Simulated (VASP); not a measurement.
Input of a VASP 6.6.1 run:

Contents of INCAR:

```
PREC = Accurate
ENCUT = 520
EDIFF = 1E-7
ISMEAR = -1
SIGMA = 0.03
LREAL = False
LASPH = True
NELM = 60
ALGO = Normal
ISIF = 2
LWAVE = False
LCHARG = True
GGA = PS
LELF = True
LVHAR = True
NBANDS = 12
```

KPOINTS

```
Automatic mesh
0
Gamma
  17 17 17
```

POSCAR

```
Cu
1.0
    0.0000000000      1.8429501765      1.8429501765
    1.8429501765      0.0000000000      1.8429501765
    1.8429501765      1.8429501765      0.0000000000
Cu
1
Direct
    0.0000000000      0.0000000000      0.0000000000
```

Potentials or basis: VASP PAW PBE potentials, release 64 (Cu).

Run with:

```sh
$ cat potpaw_PBE.64/Cu/POTCAR > POTCAR
$ mpirun -np 1 vasp_std > vasp.out
```

Problem. What does it give for the pressure?

Solution. -12.7 GPa.

Caveat: the PAW data sets were made with another functional, which shifts forces and pressure a little.
